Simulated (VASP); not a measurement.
# AlN in VASP: further runs

Runs on AlN. Level: PBE. Tasks: single point.

All numbers are computed with VASP 6.6.1; they aren't measurements. Logs are shortened: lines on timing, memory, paths and dates and some standing lists are left out, and cuts for length are marked.

### Step 1. The cell of the first run

It takes space group R-3m (No. 166, trigonal). Conventional cell: a = 3.012 Å, b = 3.012 Å, c = 6.109 Å, α = 90.00°, β = 90.00°, γ = 120.00°. Within 2.7 Å of Al (site symmetry -3m) lie 6 N at 2.02 Å and 6 Al at 2.68 Å. N (site symmetry -3m) has 6 Al at 2.02 Å and 6 N at 2.68 Å within 2.7 Å.

### Step 2. Single point, PBE (strained)

Contents of INCAR:

```
ALGO = Normal
EDIFF = 1E-6
ENCUT = 520
GGA = PE
ISIF = 2
ISMEAR = 0
LASPH = T
LCHARG = T
LELF = T
LREAL = F
LVHAR = T
LWAVE = F
NBANDS = 11
NELM = 80
PREC = Accurate
SIGMA = 0.02
```

Contents of KPOINTS:

```
k-points
0
Gamma
  10 10 10
```

Contents of POSCAR:

```
AlN
1.0
   -0.2441421600      1.8855505920      1.8855505920
    1.8855505920     -0.2441421600      1.8855505920
    1.8855505920      1.8855505920     -0.2441421600
Al N
1 1
Direct
    0.5000000000      0.5000000000      0.5000000000
    0.0000000000      0.0000000000      0.0000000000
```

Potentials or basis: VASP PAW PBE potentials, release 64 (Al, N).

Run with:

```sh
cat potpaw_PBE.64/Al/POTCAR potpaw_PBE.64/N/POTCAR > POTCAR
mpirun -np 1 vasp_std > vasp.out
```

OUTCAR:

```text
EDIFF = 1E-6
   ENCUT = 520
   GGA = PE
   ISIF = 2
   ISMEAR = 0
   LASPH = T
   LREAL = F
   NELM = 80
   PREC = Accurate

 ion  position               nearest neighbor table
   1  0.500  0.500  0.500-   2 2.02   2 2.02   2 2.02   2 2.02   2 2.02   2 2.02
   2  0.000  0.000  0.000-   1 2.02   1 2.02   1 2.02   1 2.02   1 2.02   1 2.02

  LATTYP: Found a trigonal (rhomboedric) cell.
 ALAT       =     2.6777243070
 COS(alpha) =     0.3674393327

  Lattice vectors:

 A1 = (  -0.2441421600,   1.8855505920,   1.8855505920)
 A2 = (   1.8855505920,  -0.2441421600,   1.8855505920)
 A3 = (   1.8855505920,   1.8855505920,  -0.2441421600)

Analysis of symmetry for initial positions (statically):
=====================================================================
 Subroutine PRICEL returns:
 Original cell was already a primitive cell.

 Routine SETGRP: Setting up the symmetry group for a
 trigonal (rhombohedral) supercell.

 Subroutine GETGRP returns: Found 12 space group operations
 (whereof 12 operations were pure point group operations)
 out of a pool of 12 trial point group operations.

The static configuration has the point symmetry D_3d.

Analysis of symmetry for dynamics (positions and initial velocities):
=====================================================================
 Subroutine PRICEL returns:
 Original cell was already a primitive cell.

 Routine SETGRP: Setting up the symmetry group for a
 trigonal (rhombohedral) supercell.

 Subroutine GETGRP returns: Found 12 space group operations
 (whereof 12 operations were pure point group operations)
 out of a pool of 12 trial point group operations.

The dynamic configuration has the point symmetry D_3d.

 Subroutine INISYM returns: Found 12 space group operations
 (whereof 12 operations are pure point group operations),
 and found     1 'primitive' translations

----------------------------------------------------------------------------------------

                                     Primitive cell

  volume of cell :      15.9968

  direct lattice vectors                    reciprocal lattice vectors
    -0.244142160  1.885550592  1.885550592    -0.218524076  0.251027224  0.251027224
     1.885550592 -0.244142160  1.885550592     0.251027224 -0.218524076  0.251027224
     1.885550592  1.885550592 -0.244142160     0.251027224  0.251027224 -0.218524076

  length of vectors
     2.677724307  2.677724307  2.677724307     0.416871810  0.416871810  0.416871810

  position of ions in fractional coordinates (direct lattice)
     0.500000000  0.500000000  0.500000000
     0.000000000  0.000000000  0.000000000

  ion indices of the primitive-cell ions
   primitive index   ion index
                 1           1
                 2           2

----------------------------------------------------------------------------------------

 KPOINTS: k-points

Automatic generation of k-mesh.
 Grid dimensions read from file:
 generate k-points for:   10   10   10

 Generating k-lattice:

  Cartesian coordinates                     Fractional coordinates (reciprocal lattice)
    -0.021852408  0.025102722  0.025102722     0.100000000 -0.000000000 -0.000000000
     0.025102722 -0.021852408  0.025102722    -0.000000000  0.100000000 -0.000000000
     0.025102722  0.025102722 -0.021852408    -0.000000000 -0.000000000  0.100000000

  Length of vectors
     0.041687181  0.041687181  0.041687181

  Shift w.r.t. Gamma in fractional coordinates (k-lattice)
     0.000000000  0.000000000  0.000000000

 Subroutine IBZKPT returns following result:
 ===========================================

 Found    116 irreducible k-points:

 Following reciprocal coordinates:
            Coordinates               Weight
  0.000000  0.000000  0.000000      1.000000
  0.100000  0.000000 -0.000000      6.000000
  0.200000  0.000000 -0.000000      6.000000
  0.300000 -0.000000 -0.000000      6.000000
  0.400000 -0.000000 -0.000000      6.000000
  0.500000  0.000000  0.000000      3.000000
[... 16 lines left out ...]
  0.300000  0.300000 -0.000000      6.000000
  0.400000  0.300000  0.000000     12.000000
 [... further k-points ...]
   k-points           NKPTS =    116   k-points in BZ     NKDIM =    116   number of bands    NBANDS=     11
   number of dos      NEDOS =    301   number of ions     NIONS =      2
   total plane-waves  NPLWV =   8000
   dimension x,y,z NGX =    20 NGY =   20 NGZ =   20
   dimension x,y,z NGXF=    40 NGYF=   40 NGZF=   40
   ions per type =               1   1
   NGX,Y,Z   is equivalent  to a cutoff of  12.42, 12.42, 12.42 a.u.
   NGXF,Y,Z  is equivalent  to a cutoff of  24.83, 24.83, 24.83 a.u.
 SYSTEM =  unknown system
   PREC   = accura    normal or accurate (medium, high low for compatibility)
   ISTART =      0    job   : 0-new  1-cont  2-samecut
   ICHARG =      2    charge: 1-file 2-atom 10-const
   ISPIN  =      1    spin polarized calculation?
   LNONCOLLINEAR =      F non collinear calculations
   LSORBIT =      F    spin-orbit coupling
   LASPH  =      T    aspherical Exc in radial PAW
   ENCUT  =  520.0 eV  38.22 Ry    6.18 a.u.   4.98  4.98  4.98*2*pi/ulx,y,z
   NELM   =     80;   NELMIN=  2; NELMDL= -5     # of ELM steps
   EDIFF  = 0.1E-05   stopping-criterion for ELM
   LREAL  =      F    real-space projection
   EDIFFG = 0.1E-04   stopping-criterion for IOM
   NSW    =      0    number of steps for IOM
   IBRION =     -1    ionic relax: 0-MD 1-quasi-New 2-CG
   NFREE  =      0    steps in history (QN), initial steepest desc. (CG)
   ISIF   =      2    stress and relaxation
   ISYM   =      2    0-nonsym 1-usesym 2-fastsym
   POTIM  = 0.5000    time-step for ionic-motion
   TEBEG  =    0.0;   TEEND  =   0.0 temperature during run
   PSTRESS=    0.0 pullay stress
   NELECT =       8.0000    total number of electrons
   NUPDOWN=      -1.0000    fix difference up-down
   EMIN   =  10.00;   EMAX   =-10.00  energy-range for DOS
   EFERMI =   0.00;   METHOD = LEGACY
   ISMEAR =     0;   SIGMA  =   0.02  broadening in eV -4-tet -1-fermi 0-gaus
   EFERMI_NEDOS =   21; number of points for ismear=-14 and -15
   IALGO  =     38    algorithm
   IMIX   =      4    mixing-type and parameters
     AMIX     =   0.40;   BMIX     =  1.00
     AMIX_MAG =   1.60;   BMIX_MAG =  1.00
  volume/ion in A,a.u.               =       8.00        53.98
  Fermi-wavevector in a.u.,A,eV,Ry     =   1.299451  2.455607 22.974444  1.688574
  Thomas-Fermi vector in A             =   2.430714
   LORBIT       =      0    0 simple, 1 ext, 2 COOP (PROOUT), +10 PAW based schemes
   GGA     = PE    functional components
   LHFCALC =     F    Hartree Fock is set to
   AEXX    =    0.0000 exact exchange contribution
   IVDW    =     0    specifies the selected vdW correction
   LEPSILON=     F    determine dielectric tensor
   LRPA    =     F    only Hartree local field effects (RPA)
 non-spin polarized calculation
 Gauss-broadening in eV      SIGMA  =   0.02
  energy-cutoff  :      520.00
  volume of cell :       16.00
 maximum number of plane-waves:       443
   NGX =  9   NGY =  9   NGZ =  9

 number of electron       7.9999999 magnetization

 Free energy of the ion-electron system (eV)
  ---------------------------------------------------
  ext. energy  EPLUGINS =         0.00000000
  ---------------------------------------------------
  free energy    TOTEN  =       -13.85158116 eV

  energy without entropy =      -13.85158116  energy(sigma->0) =      -13.85158116

 E-fermi :  12.0224     XC(G=0): -12.4594

 val. band max:       11.7985190297   @ k =   0.0000   0.0000   0.0000
 cond. band min:      13.5327547716   @ k =   0.5000   0.5000   0.0000
 fundamental gap:      1.7342357419
 Fermi energy:        12.0223955962

 k-point     1 :       0.0000    0.0000    0.0000
  band No.  band energies     occupation
      1      -7.3720      2.00000
      2       9.8392      2.00000
      3       9.8392      2.00000
      4      11.7985      2.00000
      5      15.6714      0.00000
      6      20.8149      0.00000
      7      20.8149      0.00000
      8      26.8516      0.00000
      9      28.5691      0.00000
     10      29.0944      0.00000
     11      29.0944      0.00000

 k-point     2 :       0.1000    0.0000   -0.0000
  band No.  band energies     occupation
      1      -7.1754      2.00000
      2       8.8709      2.00000
      3       9.7733      2.00000
      4      11.5346      2.00000
      5      16.3210      0.00000
      6      20.6632      0.00000
      7      21.1787      0.00000
      8      26.9917      0.00000
      9      27.1813      0.00000
     10      28.0278      0.00000
     11      29.8178      0.00000

 k-point     3 :       0.2000    0.0000   -0.0000
  band No.  band energies     occupation
      1      -6.6029      2.00000
      2       6.6991      2.00000
      3       9.6138      2.00000
      4      11.1900      2.00000
      5      17.1690      0.00000
      6      20.6075      0.00000
      7      22.0996      0.00000
      8      25.2438      0.00000
      9      26.8564      0.00000
     10      28.4992      0.00000
     11      29.6256      0.00000

 k-point     4 :       0.3000   -0.0000   -0.0000
  band No.  band energies     occupation
      1      -5.7233      2.00000
      2       4.3422      2.00000
      3       9.4388      2.00000
      4      10.9066      2.00000
      5      17.2915      0.00000
      6      21.3229      0.00000
      7      22.5293      0.00000
      8      25.0933      0.00000
      9      25.9884      0.00000
     10      28.4108      0.00000
     11      31.2345      0.00000

 k-point     5 :       0.4000   -0.0000   -0.0000
  band No.  band energies     occupation
      1      -4.7419      2.00000
      2       2.3877      2.00000
      3       9.3120      2.00000
      4      10.7196      2.00000
      5      17.0687      0.00000
      6      22.0195      0.00000
      7      22.3439      0.00000
      8      25.4375      0.00000
      9      26.7066      0.00000
     10      27.9459      0.00000
     11      33.2964      0.00000
[... 211 lines left out ...]
 k-point    21 :      -0.3000    0.2000    0.0000
  band No.  band energies     occupation
      1      -4.6157      2.00000
      2       3.7764      2.00000
      3       6.5473      2.00000
      4      10.2730      2.00000
      5      19.3084      0.00000
      6      21.1188      0.00000
      7      21.2295      0.00000
      8      25.5726      0.00000
      9      26.4677      0.00000
     10      31.6551      0.00000
     11      33.4512      0.00000

 k-point    22 :      -0.2000    0.2000    0.0000
  band No.  band energies     occupation
      1      -5.5202      2.00000
      2       5.2780      2.00000
      3       7.0991      2.00000
      4      10.5708      2.00000
      5      19.1413      0.00000
      6      20.2051      0.00000
      7      22.2217      0.00000
      8      25.5535      0.00000
      9      26.2549      0.00000
     10      31.1940      0.00000
     11      33.3166      0.00000

 k-point    23 :       0.3000    0.3000   -0.0000
  band No.  band energies     occupation
      1      -4.9724      2.00000
      2       5.6009      2.00000
      3       7.2756      2.00000
      4       9.6922      2.00000
      5      15.7440      0.00000
      6      19.3562      0.00000
      7      21.7014      0.00000
      8      25.1828      0.00000
      9      28.3834      0.00000
     10      31.3719      0.00000
     11      33.6610      0.00000

 k-point    24 :       0.4000    0.3000    0.0000
  band No.  band energies     occupation
      1      -4.1823      2.00000
      2       4.3431      2.00000
      3       6.7731      2.00000
      4       9.5157      2.00000
      5      15.6003      0.00000
      6      18.8760      0.00000
      7      22.0244      0.00000
      8      25.8903      0.00000
      9      28.2038      0.00000
     10      32.7101      0.00000
     11      35.0447      0.00000

 [... further k-points ...]

------------------------ aborting loop because EDIFF is reached ----------------------------------------

  FORCE on cell =-STRESS in cart. coord.  units (eV):
  Direction    XX          YY          ZZ          XY          YZ          ZX
  --------------------------------------------------------------------------------------
  -------------------------------------------------------------------------------------
  Total        1.6656283      1.6656283      1.6656283      3.1199701      3.1199701      3.1199701
  in kB      166.8223935    166.8223935    166.8223935    312.4832162    312.4832162    312.4832162
  external PRESSURE =     166.8223935 kB  Pullay stress =       0.0000000 kB

 VOLUME and BASIS-vectors are now :
 -----------------------------------------------------------------------------
  energy-cutoff  :      520.00
  volume of cell :       16.00
      direct lattice vectors                 reciprocal lattice vectors
    -0.244142160  1.885550592  1.885550592    -0.218524076  0.251027224  0.251027224
     1.885550592 -0.244142160  1.885550592     0.251027224 -0.218524076  0.251027224
     1.885550592  1.885550592 -0.244142160     0.251027224  0.251027224 -0.218524076

 POSITION                                       TOTAL-FORCE (eV/Angst)
 -----------------------------------------------------------------------------------
      1.76348      1.76348      1.76348         0.000000      0.000000      0.000000
      0.00000      0.00000      0.00000        -0.000000     -0.000000     -0.000000
 -----------------------------------------------------------------------------------
    total drift:                                0.000000     -0.000000     -0.000000

  FREE ENERGIE OF THE ION-ELECTRON SYSTEM (eV)
  ---------------------------------------------------
  free  energy   TOTEN  =       -13.8515811561 eV

  energy  without entropy=      -13.8515811561  energy(sigma->0) =      -13.85158116
```

Run time: 44 s. Hardware: 1 thread of AMD EPYC 7R13, shared host; peak memory 0.1 GiB.

Results:

* Free energy: -13.8516 eV
* Pressure: 16.7 GPa
* Band gap on the k mesh: 1.73 eV, indirect (least direct gap 3.87 eV)

Caveat: the cell differs from its parent crystal (strained).

### Step 3. Single point, PBE (atoms moved at random and the cell strained at random)

Contents of INCAR:

```
SYSTEM = AlN
PREC = Accurate ; ENCUT = 520
EDIFF = 1E-6 ; ISMEAR = 0
SIGMA = 0.02 ; LREAL = .False.
LASPH = .True. ; NELM = 60
ALGO = Normal ; ISIF = 2
LWAVE = .False. ; LCHARG = .True.
GGA = PE ; LELF = .True.
LVHAR = .True. ; NBANDS = 11
```

Contents of KPOINTS:

```
Automatic mesh
0
Gamma
  10 10 10
  0 0 0
```

Contents of POSCAR:

```
AlN
1.0
    0.1042080120      2.0414150160      2.0339890253
    2.1335379911     -0.0017089951      2.1399060324
    2.1479830689      2.1617771009     -0.0161540729
Al N
1 1
Direct
    0.5100097419      0.4844901839      0.4867216707
   -0.0100097419      0.0155098161      0.0132783293
```

Potentials or basis: VASP PAW PBE potentials, release 64 (Al, N).

Run with:

```sh
cat potpaw_PBE.64/Al/POTCAR potpaw_PBE.64/N/POTCAR > POTCAR
mpirun -np 1 vasp_std > vasp.out
```

Run time: 3.8 min. Hardware: 1 thread of AMD EPYC 7R13, shared host; peak memory 0.18 GiB.

The run converged. Its results:

- Free energy: -14.2965 eV
- Pressure: -15.8 GPa
- Largest force: 0.541 eV/Å
- Band gap on the k mesh: 2.63 eV, indirect (least direct gap 3.42 eV)

Forces in eV/Å, atoms in the order of the input:
```
Al   0.537  0.021  0.066
N   -0.537 -0.021 -0.066
```

Stress tensor (GPa, compression positive):
```
-11.59 -14.00 -10.14
-14.00 -17.92  14.61
-10.14  14.61 -17.88
```

Levels at points of the mesh, in eV from the valence-band top:
```
           k point  band 1  band 2  band 3  band 4  band 5  band 6  band 7  band 8  band 9
(0.00, 0.00, 0.00)  -17.22   -0.96   -0.86    0.00    3.42   10.37   10.67   13.09   15.35
(0.50, 0.00, 0.00)  -14.00   -7.68   -2.00   -1.90    3.94    8.38    8.53   11.60   13.85
(0.00, 0.50, 0.00)  -14.47   -8.39   -1.62   -1.02    5.00    9.43   10.58   10.96   14.62
(0.50, 0.50, 0.00)  -13.52   -7.26   -3.64   -2.54    2.65    5.27   11.91   14.77   15.60
(0.00, 0.00, 0.50)  -14.52   -8.49   -1.51   -0.95    5.20    9.61   10.64   10.97   14.75
(0.50, 0.00, 0.50)  -13.54   -7.27   -3.49   -2.66    2.82    5.16   11.80   14.83   15.62
(0.00, 0.50, 0.50)  -13.51   -7.24   -3.68   -2.53    2.63    5.26   11.91   14.70   15.58
(0.50, 0.50, 0.50)  -14.46   -8.37   -1.62   -1.05    4.97    9.47   10.24   11.25   14.63
```

Caveat: the cell differs from its parent crystal (atoms moved at random and the cell strained at random).

### Step 4. Single point, PBE (strained)

Contents of INCAR:

```
PREC = Accurate ; ENCUT = 520
EDIFF = 1E-6 ; ISMEAR = 0
SIGMA = 0.02 ; LREAL = F
LASPH = T ; NELM = 60
ALGO = Normal ; ISIF = 2
LWAVE = F ; LCHARG = F
GGA = PE ; NBANDS = 11
```

Contents of KPOINTS:

```
regular mesh
0
Gamma
  10 10 10
```

Contents of POSCAR:

```
AlN
1.0
    0.1627614400      2.1368949458      2.1368949458
    2.1368949458      0.1627614400      2.1368949458
    2.1368949458      2.1368949458      0.1627614400
Al N
1 1
Direct
    0.5000000000      0.5000000000      0.5000000000
    0.0000000000      0.0000000000      0.0000000000
```

Run with:

```sh
cat potpaw_PBE.64/Al/POTCAR potpaw_PBE.64/N/POTCAR > POTCAR
mpirun -np 1 vasp_std > vasp.out
```

Wall time 15 s (1 thread of Intel Xeon Platinum 8488C (Sapphire Rapids), shared host); peak memory 0.14 GiB.

Results (log left out):

```yaml
Free_energy: -14.2262 eV
Pressure: -5.0 GPa
Band_gap_on_the_k_mesh: 2.78 eV, indirect (least direct gap 3.61 eV)
```

Stress tensor (GPa, compression positive):
```
 -4.98 -25.54 -25.54
-25.54  -4.98 -25.54
-25.54 -25.54  -4.98
```

Levels at points of the mesh, in eV from the valence-band top:
```
           k point  band 2  band 3  band 4  band 5  band 6  band 7
(0.00, 0.00, 0.00)   -1.77    0.00    0.00    3.61   10.17   12.51
(0.50, 0.00, 0.00)   -8.34   -2.33   -1.26    4.28    9.40   10.13
(0.50, 0.50, 0.00)   -7.68   -4.00   -2.46    2.78    5.59   12.03
(0.50, 0.50, 0.50)   -9.49   -0.77   -0.77    6.82   10.79   11.81
```

Caveat: the cell differs from its parent crystal (strained).

### Step 5. Single point, PBE (strained)

Contents of INCAR:

```
ALGO = Normal
EDIFF = 1E-6
ENCUT = 600
GGA = PE
GGA_COMPAT = False
ISIF = 2
ISMEAR = 0
LASPH = True
LCHARG = True
LELF = True
LREAL = False
LVHAR = True
LWAVE = False
NBANDS = 11
NELM = 120
PREC = Accurate
SIGMA = 0.02
```

Contents of KPOINTS:

```
k-points
0
Gamma
  10 10 10
```

Contents of POSCAR:

```
AlN
1.0
   -0.1627614400      1.9786704809      1.9786704809
    1.9786704809     -0.1627614400      1.9786704809
    1.9786704809      1.9786704809     -0.1627614400
Al N
1 1
Direct
    0.5000000000      0.5000000000      0.5000000000
    0.0000000000      0.0000000000      0.0000000000
```

Run with:

```sh
cat potpaw_PBE.64/Al/POTCAR potpaw_PBE.64/N/POTCAR > POTCAR
mpirun -np 1 vasp_std > vasp.out
```

Run time: 44 s. Hardware: 1 thread of AMD EPYC 7R13, shared host; peak memory 0.12 GiB.

It converged, with:

```
Free energy            : -14.2535 eV
Pressure               : -6.8 GPa
Band gap on the k mesh : 2.41 eV, indirect (least direct gap 3.60 eV)
```

Stress tensor (GPa, compression positive):
```
-6.79 20.14 20.14
20.14 -6.79 20.14
20.14 20.14 -6.79
```

Levels at points of the mesh, in eV from the valence-band top:
```
           k point  band 1  band 2  band 3  band 4  band 5  band 6  band 7  band 8
(0.00, 0.00, 0.00)  -18.00   -1.35   -1.35    0.00    3.60    9.90    9.90   14.25
(0.50, 0.00, 0.00)  -15.10   -9.17   -2.01   -1.11    5.06    9.68   10.92   11.51
(0.50, 0.50, 0.00)  -13.97   -7.92   -4.34   -2.68    2.41    5.34   11.85   14.90
(0.50, 0.50, 0.50)  -14.29   -8.03   -2.62   -2.62    3.42    7.91    7.91   12.08
```

Caveat: the cell differs from its parent crystal (strained).

### Step 6. Overview

```tsv
cell	cutoff (eV)	gap on the mesh (eV)	pressure (GPa)
a = 2.678 Å, angles 68.4°, 2 atoms	520	1.73	16.7
a = 2.884, b = 3.022, c = 3.048 Å, angles 60.4, 58.4, 58.4°, 2 atoms	520	2.63	-15.8
a = 3.026 Å, angles 54.9°, 2 atoms	520	2.78	-5.0
a = 2.803 Å, angles 65.4°, 2 atoms	600	2.41	-6.8
```

Alike in all rows: task single point; level PBE; potentials or basis VASP PAW PBE potentials, release 64 (Al, N); no spin polarisation; k mesh 10 × 10 × 10; smearing gaussian 0.02 eV.

Total energies depend on the potentials used, so only differences within one code and one set of settings carry meaning.
